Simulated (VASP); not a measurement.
# ScGa5S (P4/mmm) in VASP: further runs

The runs below take ScGa5S through single point, with PBE.

Everything below comes from runs of VASP 6.6.1. Logs are shortened: lines on timing, memory, paths and dates and some standing lists are left out, and cuts for length are marked.

### 1 The cell of the first run

The structure is tetragonal, space group P4/mmm (No. 123). Conventional cell: a = 3.945 Å, b = 3.945 Å, c = 8.633 Å, α = 90.00°, β = 90.00°, γ = 90.00°. Sc (site symmetry 4/mmm) has 12 Ga at 2.79 to 3.02 Å within 3.7 Å. Within 3.7 Å of Ga (site symmetry 4/mmm) lie 4 Sc at 2.79 Å and 8 Ga at 3.02 Å. Within 3.7 Å of Ga (site symmetry 2mm) lie 6 Ga at 2.79 to 3.02 Å and 2 S at 2.83 Å and 2 Sc at 3.02 Å. S (site symmetry 4/mmm) has 8 Ga at 2.83 Å within 3.7 Å.

### 2 Single point, PBE

The input, INCAR:

```
ALGO = Normal
EDIFF = 1E-7
ENCUT = 520
GGA = PE
ISIF = 2
ISMEAR = 0
LASPH = T
LCHARG = F
LREAL = F
LWAVE = F
NBANDS = 50
NELM = 100
PREC = Accurate
SIGMA = 0.2
```

The input, KPOINTS:

```
k-points
0
Gamma
  4 4 3
```

The input, POSCAR:

```
ScGa5S
1.0
    3.9452858333      0.0000000000      0.0000000000
    0.0000000000      3.9452858333      0.0000000000
    0.0000000000      0.0000000000      8.6334146714
Sc Ga S
1 5 1
Direct
    0.0000000000      0.0000000000      0.0000000000
    0.5000000000      0.5000000000      0.0000000000
    0.5000000000      0.0000000000      0.2649031388
    0.0000000000      0.5000000000      0.2649031388
    0.5000000000      0.0000000000      0.7350968612
    0.0000000000      0.5000000000      0.7350968612
    0.0000000000      0.0000000000      0.5000000000
```

Potentials or basis: VASP PAW PBE potentials, release 64 (Sc_sv, Ga_d, S).

Run with:

```
$ cat potpaw_PBE.64/Sc_sv/POTCAR potpaw_PBE.64/Ga_d/POTCAR potpaw_PBE.64/S/POTCAR > POTCAR
$ mpirun -np 1 vasp_std > vasp.out
```

OUTCAR:

```text
EDIFF = 1E-7
   ENCUT = 520
   GGA = PE
   ISIF = 2
   ISMEAR = 0
   LASPH = T
   LREAL = F
   NELM = 100
   PREC = Accurate

 ion  position               nearest neighbor table
   1  0.000  0.000  0.000-   2 2.79   2 2.79   2 2.79   2 2.79   6 3.02   3 3.02   4 3.02   6 3.02
                             4 3.02   3 3.02   5 3.02   5 3.02
   2  0.500  0.500  0.000-   1 2.79   1 2.79   1 2.79   1 2.79
   3  0.500  0.000  0.265-   4 2.79   4 2.79   4 2.79   4 2.79   7 2.83   7 2.83   1 3.02   1 3.02

   4  0.000  0.500  0.265-   3 2.79   3 2.79   3 2.79   3 2.79   7 2.83   7 2.83   1 3.02   1 3.02

   5  0.500  0.000  0.735-   6 2.79   6 2.79   6 2.79   6 2.79   7 2.83   7 2.83   1 3.02   1 3.02

   6  0.000  0.500  0.735-   5 2.79   5 2.79   5 2.79   5 2.79   7 2.83   7 2.83   1 3.02   1 3.02

   7  0.000  0.000  0.500-   3 2.83   4 2.83   5 2.83   6 2.83   4 2.83   6 2.83   3 2.83   5 2.83

  LATTYP: Found a simple tetragonal cell.
 ALAT       =     3.9452858333
 C/A-ratio  =     2.1882862323

  Lattice vectors:

 A1 = (   3.9452858333,   0.0000000000,   0.0000000000)
 A2 = (   0.0000000000,   3.9452858333,   0.0000000000)
 A3 = (   0.0000000000,   0.0000000000,   8.6334146714)

Analysis of symmetry for initial positions (statically):
=====================================================================
 Subroutine PRICEL returns:
 Original cell was already a primitive cell.

 Routine SETGRP: Setting up the symmetry group for a
 simple tetragonal supercell.

 Subroutine GETGRP returns: Found 16 space group operations
 (whereof 16 operations were pure point group operations)
 out of a pool of 16 trial point group operations.

The static configuration has the point symmetry D_4h.

Analysis of symmetry for dynamics (positions and initial velocities):
=====================================================================
 Subroutine PRICEL returns:
 Original cell was already a primitive cell.

 Routine SETGRP: Setting up the symmetry group for a
 simple tetragonal supercell.

 Subroutine GETGRP returns: Found 16 space group operations
 (whereof 16 operations were pure point group operations)
 out of a pool of 16 trial point group operations.

The dynamic configuration has the point symmetry D_4h.

 Subroutine INISYM returns: Found 16 space group operations
 (whereof 16 operations are pure point group operations),
 and found     1 'primitive' translations

----------------------------------------------------------------------------------------
[... 95 lines left out ...]
   NFREE  =      0    steps in history (QN), initial steepest desc. (CG)
   ISIF   =      2    stress and relaxation
   ISYM   =      2    0-nonsym 1-usesym 2-fastsym
   POTIM  = 0.5000    time-step for ionic-motion
   TEBEG  =    0.0;   TEEND  =   0.0 temperature during run
   PSTRESS=    0.0 pullay stress
   NELECT =      82.0000    total number of electrons
   NUPDOWN=      -1.0000    fix difference up-down
   EMIN   =  10.00;   EMAX   =-10.00  energy-range for DOS
   EFERMI =   0.00;   METHOD = LEGACY
   ISMEAR =     0;   SIGMA  =   0.20  broadening in eV -4-tet -1-fermi 0-gaus
   EFERMI_NEDOS =   21; number of points for ismear=-14 and -15
   IALGO  =     38    algorithm
   IMIX   =      4    mixing-type and parameters
     AMIX     =   0.40;   BMIX     =  1.00
     AMIX_MAG =   1.60;   BMIX_MAG =  1.00
  volume/ion in A,a.u.               =      19.20       129.55
  Fermi-wavevector in a.u.,A,eV,Ry     =   1.388565  2.624008 26.233573  1.928113
  Thomas-Fermi vector in A             =   2.512679
   LORBIT       =      0    0 simple, 1 ext, 2 COOP (PROOUT), +10 PAW based schemes
   GGA     = PE    functional components
   LHFCALC =     F    Hartree Fock is set to
   AEXX    =    0.0000 exact exchange contribution
   IVDW    =     0    specifies the selected vdW correction
   LEPSILON=     F    determine dielectric tensor
   LRPA    =     F    only Hartree local field effects (RPA)
 non-spin polarized calculation
 Gauss-broadening in eV      SIGMA  =   0.20
  energy-cutoff  :      520.00
  volume of cell :      134.38
 maximum number of plane-waves:      3652
 NGX is ok and might be reduce to    30
   NGX = 15   NGY = 15   NGZ = 33

 number of electron      81.9999975 magnetization

 Free energy of the ion-electron system (eV)
  ---------------------------------------------------
  ext. energy  EPLUGINS =         0.00000000
  ---------------------------------------------------
  free energy    TOTEN  =       -25.95863739 eV

  energy without entropy =      -25.88864562  energy(sigma->0) =      -25.92364151

 E-fermi :   5.3908     XC(G=0): -10.6930

 val. band max:        5.3136979783   @ k =   0.5000   0.2500   0.0000
 cond. band min:       5.3932781759   @ k =   0.2500   0.2500   0.0000
 fundamental gap:      0.0795801976
 Fermi energy:         5.3908232676

 k-point     1 :       0.0000    0.0000    0.0000
  band No.  band energies     occupation
      1     -43.9723      2.00000
      2     -22.7187      2.00000
      3     -22.6064      2.00000
      4     -22.6064      2.00000
      5      -9.7532      2.00000
      6      -9.7504      2.00000
[... 625 lines left out ...]
     49       8.1503      0.00000
     50       9.5388      0.00000

------------------------ aborting loop because EDIFF is reached ----------------------------------------

  FORCE on cell =-STRESS in cart. coord.  units (eV):
  Direction    XX          YY          ZZ          XY          YZ          ZX
  --------------------------------------------------------------------------------------
  -------------------------------------------------------------------------------------
  Total        0.0457189      0.0457189      0.0482106      0.0000000      0.0000000      0.0000000
  in kB        0.5450880      0.5450880      0.5747959      0.0000000      0.0000000      0.0000000
  external PRESSURE =       0.5549907 kB  Pullay stress =       0.0000000 kB

 VOLUME and BASIS-vectors are now :
 -----------------------------------------------------------------------------
  energy-cutoff  :      520.00
  volume of cell :      134.38
      direct lattice vectors                 reciprocal lattice vectors
     3.945285833  0.000000000  0.000000000     0.253467060  0.000000000  0.000000000
     0.000000000  3.945285833  0.000000000     0.000000000  0.253467060  0.000000000
     0.000000000  0.000000000  8.633414671     0.000000000  0.000000000  0.115829025

 POSITION                                       TOTAL-FORCE (eV/Angst)
 -----------------------------------------------------------------------------------
      0.00000      0.00000      0.00000         0.000000      0.000000      0.000000
      1.97264      1.97264      0.00000         0.000000      0.000000      0.000000
      1.97264      0.00000      2.28702         0.000000     -0.000000     -0.015694
      0.00000      1.97264      2.28702         0.000000      0.000000     -0.015694
      1.97264      0.00000      6.34640         0.000000      0.000000      0.015694
      0.00000      1.97264      6.34640         0.000000     -0.000000      0.015694
      0.00000      0.00000      4.31671         0.000000      0.000000      0.000000
 -----------------------------------------------------------------------------------
    total drift:                                0.000000      0.000000      0.000000

  FREE ENERGIE OF THE ION-ELECTRON SYSTEM (eV)
  ---------------------------------------------------
  free  energy   TOTEN  =       -25.9586373911 eV

  energy  without entropy=      -25.8886456189  energy(sigma->0) =      -25.92364151
```

stdout:

```text
POSCAR found type information on POSCAR ScGaS
 POSCAR found :  3 types and       7 ions
 scaLAPACK will be used
 LDA part: xc-table for (Slater+PW92), standard interpolation
 POSCAR, INCAR and KPOINTS ok, starting setup
 FFT: planning ... GRIDC
 FFT: planning ... GRID_SOFT
 FFT: planning ... GRID
 WAVECAR not read
 entering main loop
```

Wall time 60 s (1 thread of Intel Xeon 6975P-C (Granite Rapids), shared host); peak memory 0.25 GiB.

What came out:

```
Free energy            : -25.9586 eV
Pressure               : 0.1 GPa
Largest force          : 0.016 eV/Å
Band gap on the k mesh : zero (band 41 reaches 6.38 eV, above the bottom of band 42 at 4.81 eV)
```

Forces on the atoms (eV/Å):
```
Sc   0.000  0.000  0.000
Ga   0.000  0.000  0.000
Ga   0.000  0.000 -0.016
Ga   0.000  0.000 -0.016
Ga   0.000  0.000  0.016
Ga   0.000  0.000  0.016
S    0.000  0.000  0.000
```

Caveat: the k points lie up to 0.40 Å⁻¹ apart.

### 3 Single point, PBE

This run uses another cell than the first one, of 19.84 Å³/atom, 1.033 times its volume.

The input, INCAR:

```
SYSTEM = ScGa5S
PREC = Accurate ; ENCUT = 520
EDIFF = 1E-7 ; ISMEAR = 0
SIGMA = 0.2 ; LREAL = .False.
LASPH = .True. ; NELM = 100
ALGO = Normal ; ISIF = 2
LWAVE = .False. ; LCHARG = .False.
GGA = PE ; NBANDS = 50
```

The input, KPOINTS:

```
regular mesh
0
Gamma
  4 4 2
  0 0 0
```

The input, POSCAR:

```
ScGa5S
1.0
    3.6679032919      0.0000000000      0.0000000000
    0.0000000000      3.6679032919      0.0000000000
    0.0000000000      0.0000000000     10.3219887019
Sc Ga S
1 5 1
Direct
    0.0000000000      0.0000000000      0.0000000000
    0.0000000000      0.0000000000      0.5000000000
    0.0000000000      0.5000000000      0.2854567536
    0.0000000000      0.5000000000      0.7145432464
    0.5000000000      0.0000000000      0.7145432464
    0.5000000000      0.0000000000      0.2854567536
    0.5000000000      0.5000000000      0.0000000000
```

Potentials or basis: VASP PAW PBE potentials, release 64 (Sc_sv, Ga_d, S).

Run with:

```
$ cat potpaw_PBE.64/Sc_sv/POTCAR potpaw_PBE.64/Ga_d/POTCAR potpaw_PBE.64/S/POTCAR > POTCAR
$ mpirun -np 1 vasp_std > vasp.out
```

It took 56 s on 1 thread of Intel Xeon 6975P-C (Granite Rapids), shared host; peak memory 0.26 GiB.

The run converged. Its results:

| Property | Result |
| --- | --- |
| Free energy | -27.2360 eV |
| Pressure | 0.3 GPa |
| Largest force | 0.004 eV/Å |
| Band gap on the k mesh | zero (band 41 reaches 6.53 eV, above the bottom of band 42 at 3.79 eV) |

Forces in eV/Å, atoms in the order of the input:
```
Sc   0.000  0.000  0.000
Ga   0.000  0.000  0.000
Ga   0.000  0.000 -0.004
Ga   0.000  0.000  0.004
Ga   0.000  0.000  0.004
Ga   0.000  0.000 -0.004
S    0.000  0.000  0.000
```

Stress tensor (GPa, compression positive):
```
 0.52  0.00  0.00
 0.00  0.52  0.00
 0.00  0.00 -0.07
```

Levels at points of the mesh, in eV from the Fermi level:
```csv
k point,band 38,band 39,band 40,band 41,band 42,band 43
"(0.00, 0.00, 0.00)",-0.44,0.07,0.07,0.20,0.20,0.32
"(0.50, 0.00, 0.00)",-3.43,-1.68,-0.65,1.29,1.41,1.90
"(0.50, 0.50, 0.00)",-4.18,-3.94,-3.23,-1.60,-1.45,-0.18
"(0.00, 0.00, 0.50)",-1.15,-0.22,-0.22,0.70,0.70,0.81
"(0.50, 0.00, 0.50)",-3.88,-0.60,-0.59,1.07,1.37,1.97
"(0.50, 0.50, 0.50)",-3.66,-3.66,-3.04,-1.77,-1.29,-1.29
```

Caveat: the k points lie up to 0.43 Å⁻¹ apart.

### 4 Single point, PBE

This run uses another cell than the first one, of 20.03 Å³/atom, 1.043 times its volume.

The input, INCAR:

```
ALGO     = Normal         # electronic algorithm
EDIFF    = 1E-7           # SCF threshold, eV
ENCUT    = 520            # plane-wave cutoff, eV
GGA      = PE             # functional
ISIF     = 2              # what is computed and relaxed
ISMEAR   = 0              # smearing method
LASPH    = T              # aspherical terms in the spheres
LCHARG   = T              # write CHGCAR
LELF     = T              # ELF
LREAL    = F              # projectors in reciprocal space
LVHAR    = T            
LWAVE    = F              # write WAVECAR
NBANDS   = 50             # bands
NELM     = 100            # most SCF steps
PREC     = Accurate       # precision mode
SIGMA    = 0.2            # smearing width, eV
```

The input, KPOINTS:

```
k-points
0
Gamma
  4 4 3
```

The input, POSCAR:

```
ScGa5S
1.0
    3.9088754940      0.0000000000      0.0000000000
    0.0000000000      3.9088754940      0.0000000000
    0.0000000000      0.0000000000      9.1745111180
Sc Ga S
1 5 1
Direct
    0.0000000000      0.0000000000      0.5000000000
    0.0000000000      0.5000000000      0.2713600191
    0.0000000000      0.5000000000      0.7286399809
    0.5000000000      0.0000000000      0.2713600191
    0.5000000000      0.0000000000      0.7286399809
    0.5000000000      0.5000000000      0.0000000000
    0.0000000000      0.0000000000      0.0000000000
```

Run with:

```
$ cat potpaw_PBE.64/Sc_sv/POTCAR potpaw_PBE.64/Ga_d/POTCAR potpaw_PBE.64/S/POTCAR > POTCAR
$ mpirun -np 1 vasp_std > vasp.out
```

Wall time 69 s (1 thread of Intel Xeon 6975P-C (Granite Rapids), shared host); peak memory 0.27 GiB.

The run converged. Its results:

```
Free energy            : -25.1196 eV
Pressure               : -0.1 GPa
Largest force          : 0.029 eV/Å
Band gap on the k mesh : zero (band 41 reaches 5.58 eV, above the bottom of band 42 at 4.02 eV)
```

Forces in eV/Å, atoms in the order of the input:
```
Sc   0.000  0.000  0.000
Ga   0.000  0.000 -0.029
Ga   0.000  0.000  0.029
Ga   0.000  0.000 -0.029
Ga   0.000  0.000  0.029
Ga   0.000  0.000  0.000
S    0.000  0.000  0.000
```

Stress tensor (GPa, compression positive):
```
-0.23  0.00  0.00
 0.00 -0.23  0.00
 0.00  0.00  0.24
```

Levels at points of the mesh, in eV from the Fermi level:
```
           k point  band 37  band 38  band 39  band 40  band 41  band 42  band 43  band 44  band 45  band 46
(0.00, 0.00, 0.00)    -1.78    -1.62    -0.74    -0.74    -0.11     0.48     0.48     0.74     1.00     1.51
(0.50, 0.00, 0.00)    -2.32    -1.11    -1.09     0.23     0.46     0.53     0.91     0.96     2.09     2.62
(0.50, 0.50, 0.00)    -3.82    -3.82    -3.50    -3.36    -2.30    -0.55     0.24     0.24     1.54     1.78
```

Caveat: the k points lie up to 0.40 Å⁻¹ apart.

### 5 Single point, PBE

This run uses another cell than the first one, of 20.05 Å³/atom, 1.045 times its volume.

The input, INCAR:

```
PREC     = Accurate       # precision mode
ENCUT    = 520            # plane-wave cutoff, eV
EDIFF    = 1E-6           # SCF threshold, eV
ISMEAR   = 0              # smearing method
SIGMA    = 0.2            # smearing width, eV
LREAL    = F              # projectors in reciprocal space
LASPH    = T              # aspherical terms in the spheres
NELM     = 100            # most SCF steps
ALGO     = Normal         # electronic algorithm
ISIF     = 2              # what is computed and relaxed
LWAVE    = F              # write WAVECAR
LCHARG   = F              # write CHGCAR
GGA      = PE             # functional
NBANDS   = 50             # bands
```

The input, KPOINTS:

```
regular mesh
0
Gamma
  4 4 2
```

The input, POSCAR:

```
ScGa5S
1.0
    3.9041623269      0.0000000000      0.0000000000
    0.0000000000      3.9041623269      0.0000000000
    0.0000000000      0.0000000000      9.2090551733
Sc Ga S
1 5 1
Direct
    0.0000000000      0.0000000000      0.5000000000
    0.0000000000      0.5000000000      0.2702839219
    0.5000000000      0.0000000000      0.2702839219
    0.0000000000      0.5000000000      0.7297160781
    0.5000000000      0.0000000000      0.7297160781
    0.5000000000      0.5000000000      0.0000000000
    0.0000000000      0.0000000000      0.0000000000
```

Run with:

```
$ cat potpaw_PBE.64/Sc_sv/POTCAR potpaw_PBE.64/Ga_d/POTCAR potpaw_PBE.64/S/POTCAR > POTCAR
$ mpirun -np 1 vasp_std > vasp.out
```

Wall time 60 s (1 thread of Intel Xeon 6975P-C (Granite Rapids), shared host); peak memory 0.27 GiB.

Results (log left out):

```
Free energy            : -25.0890 eV
Pressure               : -0.2 GPa
Largest force          : 0.009 eV/Å
Band gap on the k mesh : zero (band 41 reaches 5.57 eV, above the bottom of band 42 at 3.76 eV)
```

Forces in eV/Å, atoms in the order of the input:
```
Sc   0.000  0.000  0.000
Ga   0.000  0.000  0.009
Ga   0.000  0.000  0.009
Ga   0.000  0.000 -0.009
Ga   0.000  0.000 -0.009
Ga   0.000  0.000  0.000
S    0.000  0.000  0.000
```

Stress tensor (GPa, compression positive):
```
-0.23  0.00  0.00
 0.00 -0.23  0.00
 0.00  0.00 -0.03
```

Levels at points of the mesh, in eV from the Fermi level:
```tsv
k point	band 39	band 40	band 41	band 42	band 43	band 44
(0.00, 0.00, 0.00)	-0.74	-0.74	-0.10	0.48	0.48	0.70
(0.50, 0.00, 0.00)	-1.13	0.21	0.44	0.53	0.90	0.94
(0.50, 0.50, 0.00)	-3.52	-3.37	-2.30	-0.59	0.19	0.19
(0.00, 0.00, 0.50)	-0.42	-0.37	-0.37	-0.05	-0.05	0.73
(0.50, 0.00, 0.50)	0.06	0.28	0.35	0.66	1.06	1.21
(0.50, 0.50, 0.50)	-3.73	-2.73	-1.49	-1.37	0.28	0.28
```

Caveat: the k points lie up to 0.40 Å⁻¹ apart.

### 6 The runs side by side

| cell | k mesh | gap on the mesh (eV) | pressure (GPa) | largest force (eV/Å) |
| --- | --- | --- | --- | --- |
| a = 3.945, b = 3.945, c = 8.633 Å, 7 atoms | 4 × 4 × 3 | none | 0.1 | 0.02 |
| a = 3.668, b = 3.668, c = 10.322 Å, 7 atoms | 4 × 4 × 2 | none | 0.3 | - |
| a = 3.909, b = 3.909, c = 9.175 Å, 7 atoms | 4 × 4 × 3 | none | -0.1 | 0.03 |
| a = 3.904, b = 3.904, c = 9.209 Å, 7 atoms | 4 × 4 × 2 | none | -0.2 | 0.01 |

Alike in all rows: task single point; level PBE; potentials or basis VASP PAW PBE potentials, release 64 (Sc_sv, Ga_d, S); no spin polarisation; cutoff (eV) 520; smearing gaussian 0.2 eV.

Caveats: all runs use coarse meshes.

Absolute energies hang on the potentials; compare differences alone.
